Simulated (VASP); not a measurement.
# Ge (P-1) in VASP: a series of runs, part 2 of 2

VASP 6.6.1.

### Step 3. Single point, PBEsol+D3(BJ) (atom 1 (Ge) moved by (-0.450, -0.450) A along [1 1 0] and z)

The input, INCAR:

```
PREC = Accurate ; ENCUT = 520
EDIFF = 1E-6 ; ISMEAR = 0
SIGMA = 0.15 ; LREAL = False
LASPH = True ; NELM = 100
ALGO = Normal ; ISIF = 2
LWAVE = False ; LCHARG = True
GGA = PS ; IVDW = 12
LELF = True ; LVHAR = True
NBANDS = 21
```

The input, KPOINTS:

```
Automatic mesh
0
Gamma
  18 18 10
```

The input, POSCAR:

```
Ge
1.0
    1.4880529250     -2.5946896100      0.0000000000
    1.4880529250      2.5946896100      0.0000000000
    0.0000000000      0.0000000000      4.7275957900
Ge
2
Direct
    0.6209529553      0.1652118738      0.1548141973
    0.3334466300      0.6665533700      0.7500000000
```

Potentials or basis: VASP PAW PBE potentials, release 64 (Ge_d).

Started as:

```bash
$ cat potpaw_PBE.64/Ge_d/POTCAR > POTCAR
$ mpirun -np 1 vasp_std > vasp.out
```

OUTCAR:

```text
PREC = Accurate
   ENCUT = 520
   EDIFF = 1E-6
   ISMEAR = 0
   LREAL = False
   LASPH = True
   NELM = 100
   ISIF = 2
   GGA = PS
   IVDW = 12
 IVDW          = 12

 ion  position               nearest neighbor table
   1  0.621  0.165  0.155-   2 2.31   2 2.69   2 2.82
   2  0.333  0.667  0.750-   1 2.31   1 2.69   1 2.82

  LATTYP: Found a base centered orthorhombic cell.
 ALAT       =     2.9761058500
 B/A-ratio  =     1.7436809984
 C/A-ratio  =     1.5885173540

  Lattice vectors:

 A1 = (   1.4880529250,  -2.5946896100,   0.0000000000)
 A2 = (   1.4880529250,   2.5946896100,   0.0000000000)
 A3 = (   0.0000000000,   0.0000000000,   4.7275957900)

Analysis of symmetry for initial positions (statically):
=====================================================================
 Subroutine PRICEL returns:
 Original cell was already a primitive cell.

 Routine SETGRP: Setting up the symmetry group for a
 base centered orthorhombic supercell.

 Subroutine GETGRP returns: Found  2 space group operations
 (whereof  1 operations were pure point group operations)
 out of a pool of  8 trial point group operations.

The static configuration has the point symmetry C_1 .
 The point group associated with its full space group is S_2 .

Analysis of symmetry for dynamics (positions and initial velocities):
=====================================================================
 Subroutine PRICEL returns:
 Original cell was already a primitive cell.

 Routine SETGRP: Setting up the symmetry group for a
 base centered orthorhombic supercell.

 Subroutine GETGRP returns: Found  2 space group operations
 (whereof  1 operations were pure point group operations)
 out of a pool of  8 trial point group operations.

The dynamic configuration has the point symmetry C_1 .
 The point group associated with its full space group is S_2 .

 Subroutine INISYM returns: Found  2 space group operations
 (whereof  1 operations are pure point group operations),
 and found     1 'primitive' translations

[... 110 lines left out ...]
   EFERMI_NEDOS =   21; number of points for ismear=-14 and -15
   IALGO  =     38    algorithm
   IMIX   =      4    mixing-type and parameters
     AMIX     =   0.40;   BMIX     =  1.00
     AMIX_MAG =   1.60;   BMIX_MAG =  1.00
  volume/ion in A,a.u.               =      18.25       123.18
  Fermi-wavevector in a.u.,A,eV,Ry     =   1.498544  2.831837 30.553703  2.245634
  Thomas-Fermi vector in A             =   2.610289
   LORBIT       =      0    0 simple, 1 ext, 2 COOP (PROOUT), +10 PAW based schemes
   GGA     = PS    functional components
   LHFCALC =     F    Hartree Fock is set to
   AEXX    =    0.0000 exact exchange contribution
   IVDW    =    12    specifies the selected vdW correction
   LEPSILON=     F    determine dielectric tensor
   LRPA    =     F    only Hartree local field effects (RPA)
 non-spin polarized calculation
 Gauss-broadening in eV      SIGMA  =   0.15
  energy-cutoff  :      520.00
  volume of cell :       36.51
 maximum number of plane-waves:      1014
   NGX = 11   NGY = 11   NGZ = 17

 number of electron      28.0000011 magnetization

 Free energy of the ion-electron system (eV)
  ---------------------------------------------------
  ext. energy  EPLUGINS =         0.00000000
  ---------------------------------------------------
  free energy    TOTEN  =        -8.82871023 eV

  energy without entropy =       -8.81841248  energy(sigma->0) =       -8.82356135

 E-fermi :   6.8636     XC(G=0): -11.5087

 val. band max:        6.8626884796   @ k =  -0.2778   0.4444  -0.4000
 cond. band min:       6.8651843624   @ k =  -0.4444  -0.0556   0.1000
 fundamental gap:      0.0024958828
 Fermi energy:         6.8635843732

 k-point     1 :       0.0000    0.0000    0.0000
  band No.  band energies     occupation
      1     -17.9228      2.00000
      2     -17.8359      2.00000
      3     -17.8081      2.00000
      4     -17.7979      2.00000
      5     -17.7555      2.00000
      6     -17.7450      2.00000
[... 565 lines left out ...]
     20      20.0524      0.00000
     21      20.5935      0.00000

 [... further k-points ...]

------------------------ aborting loop because EDIFF is reached ----------------------------------------

 Edisp (eV)   -0.67688

 E8    (eV) :    -0.4520

  FORCE on cell =-STRESS in cart. coord.  units (eV):
  Direction    XX          YY          ZZ          XY          YZ          ZX
  --------------------------------------------------------------------------------------
  -------------------------------------------------------------------------------------
  Total       1.59168     0.11942     3.10282     0.59437     1.08000     2.03312
  in kB      69.85432     5.24082   136.17356    26.08509    47.39794    89.22753
  external pressure =       70.42 kB  Pullay stress =        0.00 kB

 VOLUME and BASIS-vectors are now :
 -----------------------------------------------------------------------------
  energy-cutoff  :      520.00
  volume of cell :       36.51
      direct lattice vectors                 reciprocal lattice vectors
     1.488052925 -2.594689610  0.000000000     0.336009554 -0.192701277  0.000000000
     1.488052925  2.594689610  0.000000000     0.336009554  0.192701277  0.000000000
     0.000000000  0.000000000  4.727595790     0.000000000  0.000000000  0.211524006

 POSITION                                       TOTAL-FORCE (eV/Angst)
 -----------------------------------------------------------------------------------
      1.16985     -1.18251      0.73190         0.781846      0.428192      2.619460
      1.48805      0.86431      3.54570        -0.781846     -0.428192     -2.619460
 -----------------------------------------------------------------------------------
    total drift:                                0.000056     -0.000035      0.000147

  FREE ENERGIE OF THE ION-ELECTRON SYSTEM (eV)
  ---------------------------------------------------
  free  energy   TOTEN  =        -9.5055875963 eV

  energy  without entropy=       -9.4952898504  energy(sigma->0) =       -9.50043872
```

Wall time 5.2 min (1 thread of Intel Xeon 6975P-C (Granite Rapids), shared host); peak memory 0.97 GiB.

Results:

- Free energy: -9.5056 eV
- Pressure: 7.0 GPa
- Largest force: 2.767 eV/Å
- Band gap on the k mesh: zero (bands 14 and 15 overlap by 8.44 eV)
- Dispersion energy per atom: -0.338 eV

Forces on the atoms (eV/Å):
```
Ge   0.782  0.428  2.619
Ge  -0.782 -0.428 -2.619
```

Stress tensor (GPa, compression positive):
```
 6.99  2.61  8.92
 2.61  0.52  4.74
 8.92  4.74 13.62
```

Caveat: the cell differs from its parent crystal (atom 1 (Ge) moved by (-0.450, -0.450) A along [1 1 0] and z); the stress differs along the axes, from 1 to 14 GPa; the PAW data sets were made with another functional, which shifts forces and pressure a little.

### Step 4. Single point, PBEsol+D3(BJ) (atom 1 (Ge) moved by (-0.450, -0.225) A along [1 1 0] and z)

The input, INCAR:

```
SYSTEM = Ge
PREC = Accurate
ENCUT = 520
EDIFF = 1E-6
ISMEAR = 0
SIGMA = 0.15
LREAL = .FALSE.
LASPH = .TRUE.
NELM = 60
ALGO = Normal
ISIF = 2
LWAVE = .FALSE.
LCHARG = .TRUE.
GGA = PS
IVDW = 12
LELF = .TRUE.
LVHAR = .TRUE.
NBANDS = 21
```

The input, KPOINTS:

```
regular mesh
0
G
  18 18 10
  0 0 0
```

POSCAR, as its differences from that of step 3:

```diff
@@ -8,3 +8,3 @@
 Direct
-    0.6209529553      0.1652118738      0.1548141973
+    0.6209529553      0.1652118738      0.2024070987
     0.3334466300      0.6665533700      0.7500000000
```

Potentials or basis: VASP PAW PBE potentials, release 64 (Ge_d).

Started as:

```bash
$ cat potpaw_PBE.64/Ge_d/POTCAR > POTCAR
$ mpirun -np 1 vasp_std > vasp.out
```

OUTCAR:

```text
SYSTEM = Ge
   PREC = Accurate
   ENCUT = 520
   EDIFF = 1E-6
   ISMEAR = 0
   LREAL = .FALSE.
   LASPH = .TRUE.
   NELM = 60
   ISIF = 2
   GGA = PS
   IVDW = 12
 IVDW          = 12

 ion  position               nearest neighbor table
   1  0.621  0.165  0.202-   2 2.50   2 2.85   2 2.89
   2  0.333  0.667  0.750-   1 2.50   1 2.85   1 2.89

  LATTYP: Found a base centered orthorhombic cell.
 ALAT       =     2.9761058500
 B/A-ratio  =     1.7436809984
 C/A-ratio  =     1.5885173540

  Lattice vectors:

 A1 = (   1.4880529250,  -2.5946896100,   0.0000000000)
 A2 = (   1.4880529250,   2.5946896100,   0.0000000000)
 A3 = (   0.0000000000,   0.0000000000,   4.7275957900)

Analysis of symmetry for initial positions (statically):
=====================================================================
 Subroutine PRICEL returns:
 Original cell was already a primitive cell.

 Routine SETGRP: Setting up the symmetry group for a
 base centered orthorhombic supercell.

 Subroutine GETGRP returns: Found  2 space group operations
 (whereof  1 operations were pure point group operations)
 out of a pool of  8 trial point group operations.

The static configuration has the point symmetry C_1 .
 The point group associated with its full space group is S_2 .

Analysis of symmetry for dynamics (positions and initial velocities):
=====================================================================
 Subroutine PRICEL returns:
 Original cell was already a primitive cell.

 Routine SETGRP: Setting up the symmetry group for a
 base centered orthorhombic supercell.

 Subroutine GETGRP returns: Found  2 space group operations
 (whereof  1 operations were pure point group operations)
 out of a pool of  8 trial point group operations.

The dynamic configuration has the point symmetry C_1 .
 The point group associated with its full space group is S_2 .

 Subroutine INISYM returns: Found  2 space group operations
 (whereof  1 operations are pure point group operations),
 and found     1 'primitive' translations
[... 111 lines left out ...]
   EFERMI_NEDOS =   21; number of points for ismear=-14 and -15
   IALGO  =     38    algorithm
   IMIX   =      4    mixing-type and parameters
     AMIX     =   0.40;   BMIX     =  1.00
     AMIX_MAG =   1.60;   BMIX_MAG =  1.00
  volume/ion in A,a.u.               =      18.25       123.18
  Fermi-wavevector in a.u.,A,eV,Ry     =   1.498544  2.831837 30.553703  2.245634
  Thomas-Fermi vector in A             =   2.610289
   LORBIT       =      0    0 simple, 1 ext, 2 COOP (PROOUT), +10 PAW based schemes
   GGA     = PS    functional components
   LHFCALC =     F    Hartree Fock is set to
   AEXX    =    0.0000 exact exchange contribution
   IVDW    =    12    specifies the selected vdW correction
   LEPSILON=     F    determine dielectric tensor
   LRPA    =     F    only Hartree local field effects (RPA)
 non-spin polarized calculation
 Gauss-broadening in eV      SIGMA  =   0.15
  energy-cutoff  :      520.00
  volume of cell :       36.51
 maximum number of plane-waves:      1014
   NGX = 11   NGY = 11   NGZ = 17

 number of electron      28.0000009 magnetization

 Free energy of the ion-electron system (eV)
  ---------------------------------------------------
  ext. energy  EPLUGINS =         0.00000000
  ---------------------------------------------------
  free energy    TOTEN  =        -9.21434754 eV

  energy without entropy =       -9.20414415  energy(sigma->0) =       -9.20924584

 E-fermi :   6.9783     XC(G=0): -11.5730

 val. band max:        6.9775147487   @ k =   0.0556  -0.3333  -0.3000
 cond. band min:       6.9783327767   @ k =   0.1111   0.1667  -0.4000
 fundamental gap:      0.0008180280
 Fermi energy:         6.9783217438

 k-point     1 :       0.0000    0.0000    0.0000
  band No.  band energies     occupation
      1     -17.7464      2.00000
      2     -17.7152      2.00000
      3     -17.6956      2.00000
      4     -17.6875      2.00000
      5     -17.6724      2.00000
      6     -17.6588      2.00000
[... 565 lines left out ...]
     20      20.3593      0.00000
     21      20.3718      0.00000

 [... further k-points ...]

------------------------ aborting loop because EDIFF is reached ----------------------------------------

 Edisp (eV)   -0.67727

 E8    (eV) :    -0.4523

  FORCE on cell =-STRESS in cart. coord.  units (eV):
  Direction    XX          YY          ZZ          XY          YZ          ZX
  --------------------------------------------------------------------------------------
  -------------------------------------------------------------------------------------
  Total      -0.10555    -0.77390     0.78613     0.22748     0.43497     0.80140
  in kB      -4.63221   -33.96441    34.50091     9.98338    19.08957    35.17116
  external pressure =       -1.37 kB  Pullay stress =        0.00 kB

 VOLUME and BASIS-vectors are now :
 -----------------------------------------------------------------------------
  energy-cutoff  :      520.00
  volume of cell :       36.51
      direct lattice vectors                 reciprocal lattice vectors
     1.488052925 -2.594689610  0.000000000     0.336009554 -0.192701277  0.000000000
     1.488052925  2.594689610  0.000000000     0.336009554  0.192701277  0.000000000
     0.000000000  0.000000000  4.727595790     0.000000000  0.000000000  0.211524006

 POSITION                                       TOTAL-FORCE (eV/Angst)
 -----------------------------------------------------------------------------------
      1.16985     -1.18251      0.95690         0.171787      0.104927      0.978200
      1.48805      0.86431      3.54570        -0.171787     -0.104927     -0.978200
 -----------------------------------------------------------------------------------
    total drift:                                0.000064     -0.000027     -0.000085

  FREE ENERGIE OF THE ION-ELECTRON SYSTEM (eV)
  ---------------------------------------------------
  free  energy   TOTEN  =        -9.8916176785 eV

  energy  without entropy=       -9.8814142867  energy(sigma->0) =       -9.88651598
```

It took 4.7 min on 1 thread of Intel Xeon 6975P-C (Granite Rapids), shared host; peak memory 0.97 GiB.

Results:

* Free energy: -9.8916 eV
* Pressure: -0.1 GPa
* Largest force: 0.999 eV/Å
* Band gap on the k mesh: zero (bands 14 and 15 overlap by 9.23 eV)
* Dispersion energy per atom: -0.339 eV

Forces on the atoms (eV/Å):
```
Ge   0.172  0.105  0.978
Ge  -0.172 -0.105 -0.978
```

Caveat: the cell differs from its parent crystal (atom 1 (Ge) moved by (-0.450, -0.225) A along [1 1 0] and z); the stress differs along the axes, from -3 to 3 GPa; the PAW data sets were made with another functional, which shifts forces and pressure a little.

### Step 5. Overview

```tsv
cell	gap on the mesh (eV)	pressure (GPa)	largest force (eV/Å)
as given, atomic positions A	none	5.5	1.96
as given, atomic positions B	none	7.0	2.77
as given, atomic positions C	none	-0.1	1.00
```

Alike in all rows: task single point; level PBEsol+D3(BJ); potentials or basis VASP PAW PBE potentials, release 64 (Ge_d); no spin polarisation; k mesh 18 × 18 × 10; cutoff (eV) 520; smearing gaussian 0.15 eV.

Caveats: the PAW data sets were made with another functional, which shifts forces and pressure a little; the stress differs along the axes, from 2 to 8 GPa (at least some runs); the stress differs along the axes, from 1 to 14 GPa (at least some runs); the stress differs along the axes, from -3 to 3 GPa (at least some runs).

Absolute energies hang on the potentials; compare differences alone.
